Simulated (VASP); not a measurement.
# Cs2InAgCl6 in VASP: a series of runs

Cs2InAgCl6 is run at these levels: LDA; tasks: single point.

Program: VASP 6.6.1. These are calculated values, not measurements. Logs are shortened: lines on timing, memory, paths and dates and some standing lists are left out, and cuts for length are marked.

### Step 1. The cell of the first run

The cell holds an amorphous packing of atoms, 10 atoms: a = 6.060 Å, b = 7.044 Å, c = 6.895 Å, α = 97.90°, β = 85.59°, γ = 96.82°.

### Step 2. Single point, LDA

INCAR

```
SYSTEM = Cs2InAgCl6
PREC = Accurate ; ENCUT = 520
EDIFF = 1E-6 ; ISMEAR = 1
SIGMA = 0.0815 ; LREAL = .FALSE.
LASPH = .TRUE. ; NELM = 100
ALGO = Normal ; ISIF = 2
LWAVE = .FALSE. ; LCHARG = .FALSE.
NBANDS = 53
```

KPOINTS

```
regular mesh
0
G
  3 2 2
  0 0 0
```

POSCAR

```
Cs2InAgCl6
1.0
    6.0359630000      0.2981000000     -0.4503220000
   -1.2455700000      6.8758700000     -0.8916440000
    1.0359610000      0.1010990000      6.8160310000
Cs In Ag Cl
2 1 1 6
Direct
    0.7620541152      0.2528409529      0.4109649519
    0.2645760867      0.5166421766      0.7978162555
    0.0839048696      0.8878358539      0.5537447997
    0.9336987874      0.6951690757      0.1839503724
    0.5768369167      0.8148246622      0.3428863330
    0.4560469406      0.9565166547      0.6944305721
    0.3107041632      0.4186276275      0.2444331213
    0.7929945462      0.6594998242      0.8314747910
    0.4062476812      0.0789966877      0.0331913383
   -0.0292231624      0.1148344034      0.8970909278
```

Potentials or basis: VASP PAW LDA potentials, release 64 (Cs_sv, In_d, Ag, Cl).

On the command line:

```bash
$ cat potpaw_LDA.64/Cs_sv/POTCAR potpaw_LDA.64/In_d/POTCAR potpaw_LDA.64/Ag/POTCAR potpaw_LDA.64/Cl/POTCAR > POTCAR
$ mpirun -np 1 vasp_std > vasp.out
```

OUTCAR:

```text
SYSTEM = Cs2InAgCl6
   PREC = Accurate
   ENCUT = 520
   EDIFF = 1E-6
   ISMEAR = 1
   LREAL = .FALSE.
   LASPH = .TRUE.
   NELM = 100
   ISIF = 2

 ion  position               nearest neighbor table
   1  0.762  0.253  0.411-
   2  0.265  0.517  0.798-
   3  0.084  0.888  0.554-   6 2.49  10 2.76   4 2.88   8 3.00   5 3.29
   4  0.934  0.695  0.184-   5 2.53   8 2.61   3 2.88
   5  0.577  0.815  0.343-   4 2.53   6 2.58   3 3.29
   6  0.456  0.957  0.694-   9 2.39   3 2.49   5 2.58
   7  0.311  0.419  0.244-
   8  0.793  0.659  0.831-   4 2.61   3 3.00
   9  0.406  0.079  0.033-   6 2.39
  10  0.971  0.115  0.897-   3 2.76

  LATTYP: Found a triclinic cell.
 ALAT       =     6.0600744922
 B/A-ratio  =     1.5714864661
 C/A-ratio  =     1.8393849979
 COS(alpha) =     0.0086898675
 COS(beta)  =     0.5710948489
 COS(gamma) =     0.6920261478

  Lattice vectors:

 A1 = (   6.0359630000,   0.2981000000,  -0.4503220000)
 A2 = (   7.0719240000,   0.3991990000,   6.3657090000)
 A3 = (   6.2455720000,  -6.6788690000,  -6.3747090000)

Analysis of symmetry for initial positions (statically):
=====================================================================
 Subroutine PRICEL returns:
 Original cell was already a primitive cell.

 Routine SETGRP: Setting up the symmetry group for a
 triclinic supercell.

 Subroutine GETGRP returns: Found  1 space group operations
 (whereof  1 operations were pure point group operations)
 out of a pool of  2 trial point group operations.

The static configuration has the point symmetry C_1 .

Analysis of symmetry for dynamics (positions and initial velocities):
=====================================================================
 Subroutine PRICEL returns:
 Original cell was already a primitive cell.

 Routine SETGRP: Setting up the symmetry group for a
 triclinic supercell.

 Subroutine GETGRP returns: Found  1 space group operations
 (whereof  1 operations were pure point group operations)
 out of a pool of  2 trial point group operations.

The dynamic configuration has the point symmetry C_1 .

 Subroutine INISYM returns: Found  1 space group operations
 (whereof  1 operations are pure point group operations),
 and found     1 'primitive' translations

----------------------------------------------------------------------------------------

                                     Primitive cell

  volume of cell :     288.9463

  direct lattice vectors                    reciprocal lattice vectors
     6.035963000  0.298100000 -0.450322000     0.162508706  0.026185266 -0.025087912
    -1.245570000  6.875870000 -0.891644000    -0.007189523  0.143998482 -0.001043135
     1.035961000  0.101099000  6.816031000     0.009796134  0.020567275  0.144918979

  length of vectors
     6.060074492  7.044434818  6.895050021     0.166505708  0.144181622  0.146698629

  position of ions in fractional coordinates (direct lattice)
     0.762054115  0.252840953  0.410964952
     0.264576087  0.516642177  0.797816256
     0.083904870  0.887835854  0.553744800
     0.933698787  0.695169076  0.183950372
     0.576836917  0.814824662  0.342886333
     0.456046941  0.956516655  0.694430572
     0.310704163  0.418627628  0.244433121
     0.792994546  0.659499824  0.831474791
     0.406247681  0.078996688  0.033191338
     0.970776838  0.114834403  0.897090928

  ion indices of the primitive-cell ions
   primitive index   ion index
                 1           1
                 2           2
                 3           3
                 4           4
                 5           5
                 6           6
                 7           7
                 8           8
                 9           9
                10          10

----------------------------------------------------------------------------------------

 KPOINTS: regular mesh

Automatic generation of k-mesh.
 Grid dimensions read from file:
 generate k-points for:    3    2    2

 Generating k-lattice:

  Cartesian coordinates                     Fractional coordinates (reciprocal lattice)
     0.054169569  0.008728422 -0.008362637     0.333333333 -0.000000000  0.000000000
    -0.003594761  0.071999241 -0.000521567     0.000000000  0.500000000  0.000000000
     0.004898067  0.010283637  0.072459490     0.000000000  0.000000000  0.500000000

  Length of vectors
     0.055501903  0.072090811  0.073349314

  Shift w.r.t. Gamma in fractional coordinates (k-lattice)
     0.000000000  0.000000000  0.000000000

 Subroutine IBZKPT returns following result:
 ===========================================

 Found      8 irreducible k-points:

 Following reciprocal coordinates:
            Coordinates               Weight
  0.000000  0.000000  0.000000      1.000000
  0.333333  0.000000 -0.000000      2.000000
  0.000000  0.500000  0.000000      1.000000
  0.333333  0.500000 -0.000000      2.000000
 -0.000000  0.000000  0.500000      1.000000
  0.333333  0.000000  0.500000      2.000000
 -0.000000  0.500000  0.500000      1.000000
  0.333333  0.500000  0.500000      2.000000
   k-points           NKPTS =      8   k-points in BZ     NKDIM =      8   number of bands    NBANDS=     53
   number of dos      NEDOS =    301   number of ions     NIONS =     10
   total plane-waves  NPLWV = 139968
   dimension x,y,z NGX =    48 NGY =   54 NGZ =   54
   dimension x,y,z NGXF=    96 NGYF=  108 NGZF=  108
   ions per type =               2   1   1   6
   NGX,Y,Z   is equivalent  to a cutoff of  13.17, 12.74, 13.02 a.u.
   NGXF,Y,Z  is equivalent  to a cutoff of  26.34, 25.49, 26.04 a.u.
 SYSTEM =  Cs2InAgCl6
   PREC   = accura    normal or accurate (medium, high low for compatibility)
   ISTART =      0    job   : 0-new  1-cont  2-samecut
   ICHARG =      2    charge: 1-file 2-atom 10-const
   ISPIN  =      1    spin polarized calculation?
   LNONCOLLINEAR =      F non collinear calculations
   LSORBIT =      F    spin-orbit coupling
   LASPH  =      T    aspherical Exc in radial PAW
   ENCUT  =  520.0 eV  38.22 Ry    6.18 a.u.  11.27 13.10 12.82*2*pi/ulx,y,z
   NELM   =    100;   NELMIN=  2; NELMDL= -5     # of ELM steps
   EDIFF  = 0.1E-05   stopping-criterion for ELM
   LREAL  =      F    real-space projection
   EDIFFG = 0.1E-04   stopping-criterion for IOM
   NSW    =      0    number of steps for IOM
   IBRION =     -1    ionic relax: 0-MD 1-quasi-New 2-CG
   NFREE  =      0    steps in history (QN), initial steepest desc. (CG)
   ISIF   =      2    stress and relaxation
   ISYM   =      2    0-nonsym 1-usesym 2-fastsym
   POTIM  = 0.5000    time-step for ionic-motion
   TEBEG  =    0.0;   TEEND  =   0.0 temperature during run
   PSTRESS=    0.0 pullay stress
   NELECT =      84.0000    total number of electrons
   NUPDOWN=      -1.0000    fix difference up-down
   EMIN   =  10.00;   EMAX   =-10.00  energy-range for DOS
   EFERMI =   0.00;   METHOD = LEGACY
   ISMEAR =     1;   SIGMA  =   0.08  broadening in eV -4-tet -1-fermi 0-gaus
   EFERMI_NEDOS =   21; number of points for ismear=-14 and -15
   IALGO  =     38    algorithm
   IMIX   =      4    mixing-type and parameters
     AMIX     =   0.40;   BMIX     =  1.00
     AMIX_MAG =   1.60;   BMIX_MAG =  1.00
  volume/ion in A,a.u.               =      28.89       194.99
  Fermi-wavevector in a.u.,A,eV,Ry     =   1.084498  2.049405 16.002310  1.176137
  Thomas-Fermi vector in A             =   2.220590
   LORBIT       =      0    0 simple, 1 ext, 2 COOP (PROOUT), +10 PAW based schemes
   GGA     = CA    functional components
   LHFCALC =     F    Hartree Fock is set to
   AEXX    =    0.0000 exact exchange contribution
   IVDW    =     0    specifies the selected vdW correction
   LEPSILON=     F    determine dielectric tensor
   LRPA    =     F    only Hartree local field effects (RPA)
 non-spin polarized calculation
 Methfessel and Paxton  Order N= 1 SIGMA  =   0.08
  energy-cutoff  :      520.00
  volume of cell :      288.95
 maximum number of plane-waves:      7796
 NGX is ok and might be reduce to    48
   NGX = 23   NGY = 27   NGZ = 25

 number of electron      83.9999998 magnetization

 Free energy of the ion-electron system (eV)
  ---------------------------------------------------
  ext. energy  EPLUGINS =         0.00000000
  ---------------------------------------------------
  free energy    TOTEN  =       -30.18709437 eV

  energy without entropy =      -30.18868869  energy(sigma->0) =      -30.18762581

 E-fermi :   1.8248     XC(G=0):  -9.0296

 val. band max:        1.7733044939   @ k =   0.0000   0.0000   0.0000
 cond. band min:       2.2583688324   @ k =   0.3333   0.5000  -0.0000
 fundamental gap:      0.4850643385
 Fermi energy:         1.8247618323

 k-point     1 :       0.0000    0.0000    0.0000
  band No.  band energies     occupation
      1     -18.8231      2.00000
      2     -18.5869      2.00000
      3     -14.5479      2.00000
      4     -12.5806      2.00000
      5     -12.4519      2.00000
      6     -12.3208      2.00000
[... 45 lines left out ...]
     52       8.0652      0.00000
     53       8.6190      0.00000

 k-point     2 :       0.3333    0.0000   -0.0000
  band No.  band energies     occupation
      1     -18.8187      2.00000
      2     -18.5853      2.00000
      3     -14.5306      2.00000
      4     -12.5570      2.00000
      5     -12.4796      2.00000
      6     -12.3663      2.00000
[... 45 lines left out ...]
     52       8.0285      0.00000
     53       8.6198      0.00000
[... 278 lines left out ...]
     52       8.1031      0.00000
     53       8.2759      0.00000

 k-point     8 :       0.3333    0.5000    0.5000
  band No.  band energies     occupation
      1     -18.8173      2.00000
      2     -18.5837      2.00000
      3     -14.5199      2.00000
      4     -12.7107      2.00000
      5     -12.4390      2.00000
      6     -12.3298      2.00000
[... 45 lines left out ...]
     52       7.9019      0.00000
     53       8.1173      0.00000

------------------------ aborting loop because EDIFF is reached ----------------------------------------

  FORCE on cell =-STRESS in cart. coord.  units (eV):
  Direction    XX          YY          ZZ          XY          YZ          ZX
  --------------------------------------------------------------------------------------
  -------------------------------------------------------------------------------------
  Total        4.6860635      1.5623262     -7.2153594      0.6667294     -1.7757226      0.3834507
  in kB       25.9837382      8.6629377    -40.0084228      3.6969456     -9.8461982      2.1261945
  external PRESSURE =      -1.7872490 kB  Pullay stress =       0.0000000 kB

 VOLUME and BASIS-vectors are now :
 -----------------------------------------------------------------------------
  energy-cutoff  :      520.00
  volume of cell :      288.95
      direct lattice vectors                 reciprocal lattice vectors
     6.035963000  0.298100000 -0.450322000     0.162508706  0.026185266 -0.025087912
    -1.245570000  6.875870000 -0.891644000    -0.007189523  0.143998482 -0.001043135
     1.035961000  0.101099000  6.816031000     0.009796134  0.020567275  0.144918979

 POSITION                                       TOTAL-FORCE (eV/Angst)
 -----------------------------------------------------------------------------------
      4.71054      2.00722      2.23254         0.026660      0.449831     -0.374551
      1.77996      3.71189      4.85814         0.632939     -0.477999      0.052522
     -0.02576      6.18564      2.94492        -1.185101     -0.144208      0.274510
      4.96046      5.07682      0.21350        -0.241997      0.433681     -0.006997
      2.82206      5.80925      1.35083         0.138577     -0.201315     -0.069254
      2.28068      6.78304      3.67502         1.065771      0.228355      1.249533
      1.60719      2.99576      1.15288        -0.461603     -0.148740      0.649706
      4.82641      4.85509      4.72222         0.465310     -0.181918      0.290003
      2.38809      0.66763     -0.02715         0.221238      0.109715     -0.868540
      6.64589      1.16967      5.57505        -0.661794     -0.067401     -1.196933
 -----------------------------------------------------------------------------------
    total drift:                                0.000538     -0.001593     -0.001192

  FREE ENERGIE OF THE ION-ELECTRON SYSTEM (eV)
  ---------------------------------------------------
  free  energy   TOTEN  =       -30.1870943736 eV

  energy  without entropy=      -30.1886886900  energy(sigma->0) =      -30.18762581
```

Run time: 3.8 min. Hardware: 1 thread of Oxide Virtual Turin-like, shared host; peak memory 0.3 GiB.

What came out:

* Free energy: -30.1871 eV
* Pressure: -0.2 GPa
* Largest force: 1.658 eV/Å
* Band gap on the k mesh: 0.49 eV, indirect (least direct gap 0.53 eV)

Forces in eV/Å, atoms in the order of the input:
```
Cs   0.027  0.450 -0.375
Cs   0.633 -0.478  0.053
In  -1.185 -0.144  0.275
Ag  -0.242  0.434 -0.007
Cl   0.139 -0.201 -0.069
Cl   1.066  0.228  1.250
Cl  -0.462 -0.149  0.650
Cl   0.465 -0.182  0.290
Cl   0.221  0.110 -0.869
Cl  -0.662 -0.067 -1.197
```

Stress tensor (GPa, compression positive):
```
 2.60  0.37  0.21
 0.37  0.87 -0.98
 0.21 -0.98 -4.00
```

Levels at points of the mesh, in eV from the valence-band top:
| k point | band 40 | band 41 | band 42 | band 43 | band 44 | band 45 |
| --- | --- | --- | --- | --- | --- | --- |
| (0.00, 0.00, 0.00) | -0.74 | -0.56 | 0.00 | 0.53 | 2.36 | 2.69 |
| (0.00, 0.50, 0.00) | -0.97 | -0.47 | -0.03 | 0.58 | 1.97 | 2.72 |
| (0.00, 0.00, 0.50) | -0.86 | -0.63 | -0.09 | 0.61 | 2.06 | 2.67 |
| (0.00, 0.50, 0.50) | -1.06 | -0.43 | -0.08 | 0.56 | 2.02 | 2.82 |

Caveat: the k points lie up to 0.46 Å⁻¹ apart; spin-orbit coupling is left out, which moves the levels of the heavy elements.

### Step 3. Single point, LDA

INCAR

```
ALGO = Normal
EDIFF = 1E-7
ENCUT = 520
GGA = CA
ISIF = 2
ISMEAR = 1
LASPH = True
LCHARG = False
LREAL = False
LWAVE = False
NBANDS = 53
NELM = 60
PREC = Accurate
SIGMA = 0.0815
```

KPOINTS

```
k-points
0
Gamma
  3 2 2
```

POSCAR

```
Cs2InAgCl6
1.0
    6.0359630000      0.2981000000     -0.4503220000
   -1.2455700000      6.8758700000     -0.8916440000
    1.0359610000      0.1010990000      6.8160310000
Cs In Ag Cl
2 1 1 6
Direct
    0.7609410619      0.2635516795      0.3949038340
    0.2774295153      0.5087270061      0.8076885209
    0.0506149306      0.8795383577      0.5716602692
    0.9665986350      0.7296711373      0.1720893761
    0.6540287905      0.8270358387      0.3609145992
    0.4704446748      0.9722381169      0.7434449565
    0.2116605578      0.3483509185      0.2699765321
    0.8192744926      0.5547966176      0.8403728509
    0.4059905228      0.1089711492      0.0031926110
   -0.0840948406      0.1433170753      0.8268735945
```

Potentials or basis: VASP PAW LDA potentials, release 64 (Cs_sv, In_d, Ag, Cl).

On the command line:

```bash
$ cat potpaw_LDA.64/Cs_sv/POTCAR potpaw_LDA.64/In_d/POTCAR potpaw_LDA.64/Ag/POTCAR potpaw_LDA.64/Cl/POTCAR > POTCAR
$ mpirun -np 1 vasp_std > vasp.out
```

Wall time 4.5 min (1 thread of Oxide Virtual Turin-like, shared host); peak memory 0.31 GiB.

Results (log left out):

* Free energy: -30.2625 eV
* Pressure: 3.3 GPa
* Largest force: 2.188 eV/Å
* Band gap on the k mesh: 1.46 eV, indirect (least direct gap 1.80 eV)

Forces in eV/Å, atoms in the order of the input:
```
Cs  -1.466  0.367  0.269
Cs   1.768 -0.329 -0.266
In  -0.169 -0.236 -0.104
Ag   0.325 -0.440 -0.491
Cl  -1.043 -0.415  0.491
Cl   0.266 -1.303 -1.738
Cl   1.249  0.677 -0.084
Cl  -1.024  1.251  0.453
Cl  -0.742  1.032  1.707
Cl   0.837 -0.604 -0.236
```

Stress tensor (GPa, compression positive):
```
 6.94 -0.10 -2.27
-0.10  2.22  1.07
-2.27  1.07  0.79
```

Levels at points of the mesh, in eV from the valence-band top:
| k point | band 40 | band 41 | band 42 | band 43 | band 44 | band 45 |
| --- | --- | --- | --- | --- | --- | --- |
| (0.00, 0.00, 0.00) | -1.22 | -1.13 | -0.55 | 1.99 | 2.03 | 3.13 |
| (0.00, 0.50, 0.00) | -1.29 | -1.15 | -0.32 | 1.86 | 2.34 | 2.65 |
| (0.00, 0.00, 0.50) | -1.30 | -1.15 | -0.58 | 1.46 | 2.14 | 3.22 |
| (0.00, 0.50, 0.50) | -1.33 | -1.24 | -0.33 | 1.89 | 2.05 | 3.03 |

Caveat: the k points lie up to 0.46 Å⁻¹ apart; spin-orbit coupling is left out, which moves the levels of the heavy elements.

### Step 4. Single point, LDA

INCAR

```
PREC = Accurate
ENCUT = 520
EDIFF = 1E-6
ISMEAR = 1
SIGMA = 0.0815
LREAL = F
LASPH = T
NELM = 80
ALGO = Normal
ISIF = 2
LWAVE = F
LCHARG = F
GGA = CA
NBANDS = 53
```

KPOINTS

```
regular mesh
0
Gamma
  3 2 2
```

POSCAR

```
Cs2InAgCl6
1.0
    6.0359630000      0.2981000000     -0.4503220000
   -1.2455700000      6.8758700000     -0.8916440000
    1.0359610000      0.1010990000      6.8160310000
Cs In Ag Cl
2 1 1 6
Direct
    0.7353741130      0.2805165037      0.3823377562
    0.3147368625      0.4954906631      0.8138117638
    0.0167529221      0.8647454985      0.5836291450
    1.0007278099      0.7554836062      0.1541753806
    0.6597768403      0.8138883897      0.3866384595
    0.4857090015      0.9408276827      0.7340953712
    0.2037486594      0.3155411664      0.3028069989
    0.8080020708      0.5299779050      0.8820602089
    0.3689162117      0.1629901232      0.0323660869
   -0.0870392345      0.1468748172      0.7467061648
```

On the command line:

```bash
$ cat potpaw_LDA.64/Cs_sv/POTCAR potpaw_LDA.64/In_d/POTCAR potpaw_LDA.64/Ag/POTCAR potpaw_LDA.64/Cl/POTCAR > POTCAR
$ mpirun -np 1 vasp_std > vasp.out
```

Wall time 4.1 min (1 thread of Oxide Virtual Turin-like, shared host); peak memory 0.31 GiB.

The run converged. Its results:

```yaml
Free_energy: -29.8550 eV
Pressure: 3.5 GPa
Largest_force: 2.383 eV/Å
Band_gap_on_the_k_mesh: 0.64 eV, indirect (least direct gap 0.68 eV)
```

Forces in eV/Å, atoms in the order of the input:
```
Cs  -1.472  0.164  0.005
Cs  -0.150  0.289 -0.546
In   1.280 -1.668 -1.121
Ag  -0.335 -0.222  0.355
Cl  -0.434 -0.593 -0.828
Cl  -1.486  0.703  1.163
Cl   0.909  0.866  0.192
Cl   0.444  1.380  0.419
Cl   0.587 -2.091 -0.520
Cl   0.657  1.171  0.879
```

Stress tensor (GPa, compression positive):
```
 6.90 -1.01 -1.37
-1.01  3.07  0.75
-1.37  0.75  0.62
```

Levels at points of the mesh, in eV from the valence-band top:
```
           k point  band 40  band 41  band 42  band 43  band 44  band 45
(0.00, 0.00, 0.00)    -1.65    -1.16    -0.44     0.64     1.75     2.80
(0.00, 0.50, 0.00)    -1.53    -1.23    -0.36     0.69     1.69     2.83
(0.00, 0.00, 0.50)    -1.48    -1.21    -0.47     0.75     1.12     3.46
(0.00, 0.50, 0.50)    -1.71    -1.14    -0.21     0.65     1.50     3.38
```

Caveat: the k points lie up to 0.46 Å⁻¹ apart; spin-orbit coupling is left out, which moves the levels of the heavy elements.
